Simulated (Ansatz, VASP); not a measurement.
## Two plane-wave programs on ScBPd3

INCAR

```
PREC     = Accurate       # precision mode
ENCUT    = 520            # plane-wave cutoff, eV
EDIFF    = 1E-7           # SCF threshold, eV
ISMEAR   = 1              # smearing method
SIGMA    = 0.1            # smearing width, eV
LREAL    = F              # projectors in reciprocal space
LASPH    = T              # aspherical terms in the spheres
NELM     = 80             # most SCF steps
ALGO     = Normal         # electronic algorithm
ISIF     = 2              # what is computed and relaxed
LWAVE    = F              # write WAVECAR
LCHARG   = T              # write CHGCAR
GGA      = PE             # functional
LELF     = T              # ELF
LVHAR    = T            
NBANDS   = 30             # bands
```

The input KPOINTS:

```
Automatic mesh
0
Gamma
  6 6 6
```

File POSCAR:

```
ScBPd3
1.0
    4.2349570000      0.0000000000      0.0000000000
    0.0000000000      4.2349570000      0.0000000000
    0.0000000000      0.0000000000      4.2349570000
Sc B Pd
1 1 3
Direct
    0.0000000000      0.0000000000      0.0000000000
    0.5000000000      0.5000000000      0.5000000000
    0.0000000000      0.5000000000      0.5000000000
    0.5000000000      0.5000000000      0.0000000000
    0.5000000000      0.0000000000      0.5000000000
```

Input for Ansatz:

```yaml
crystal:
  lattice:
    - [4.234957, 0.0, 0.0]
    - [0.0, 4.234957, 0.0]
    - [0.0, 0.0, 4.234957]
  atoms:
    - { symbol: Sc, position: [0.0, 0.0, 0.0] }
    - { symbol: B, position: [0.5, 0.5, 0.5] }
    - { symbol: Pd, position: [0.0, 0.5, 0.5] }
    - { symbol: Pd, position: [0.5, 0.5, 0.0] }
    - { symbol: Pd, position: [0.5, 0.0, 0.5] }
basis:
  ecutwfc: 420.0
kpoints:
  mp_grid:
    grid: [6, 6, 6]
    shift: [0.0, 0.0, 0.0]
hamiltonian:
  xc: pbe
scf:
  occupations:
    method: methfessel_paxton
    width: 0.1
output:
  stress: true
```

Alike in both runs: task single point; functional PBE; k mesh 6 × 6 × 6; occupations methfessel-paxton of order 1, width 0.1 eV; no spin polarisation.

```csv
,VASP,Ansatz
version,VASP 6.6.1,Ansatz 0.2.0
potentials or method,"VASP PAW PBE potentials, release 64 (Sc_sv, B, Pd), cutoff 520 eV","plane waves, PAW"
valence electrons in the cell,44,68
```

VASP gave:

```
pressure (GPa) : -0.8
```

What did Ansatz give for the same quantities?

Pressure (GPa): -0.9.

VASP's potentials hold 44 valence electrons a cell and Ansatz's 68, so a difference there can come from the potentials and not from the codes.
